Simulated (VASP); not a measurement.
ZrHg, 2 atoms in the cell. Symmetry: P4mm, No. 99, tetragonal system. The conventional cell has a = 3.147 Å, b = 3.147 Å, c = 4.170 Å, α = 90.00°, β = 90.00°, γ = 90.00°. Within 3.9 Å of Zr (site symmetry 4mm) lie 8 Hg at 3.00 to 3.10 Å and 4 Zr at 3.15 Å. Hg (site symmetry 4mm) has 8 Zr at 3.00 to 3.10 Å and 4 Hg at 3.15 Å within 3.9 Å.  This cell differs from its parent crystal: all Hg atoms moved +0.075 Å, as atom 2 towards its neighbour atom 2 (Hg) at 4.170 Å.

```yaml
Program: VASP 6.6.1
Task: single point
Functional: r2SCAN
Potentials_or_basis: VASP PAW PBE potentials, release 64 (Zr_sv, Hg)
Cutoff: 520 eV
k_mesh: 16 × 16 × 12
Occupations: gaussian, width 0.15 eV
Spin: no spin polarisation
Dipole_correction: no
Further_INCAR_settings: ALGO = Normal; EDIFF = 1e-06; NBANDS = 19
```

Potentials or basis: VASP PAW PBE potentials, release 64 (Zr_sv, Hg).

Run with:

```console
$ cat potpaw_PBE.64/Zr_sv/POTCAR potpaw_PBE.64/Hg/POTCAR > POTCAR
$ cp INCAR.step1 INCAR
$ mpirun -np 1 vasp_std > vasp.out
$ cp INCAR.step2 INCAR
$ mpirun -np 1 vasp_std > vasp.out
```

Hardware: 1 thread of Intel(R) Xeon(R) 6975P-C (Granite Rapids), with other jobs on the host.

Task: Estimate the wall time of this run.

Result: It took 2.9 min on 1 thread of Intel(R) Xeon(R) 6975P-C (Granite Rapids) (shared host), peak memory 0.36 GiB. Counts: k points 315.
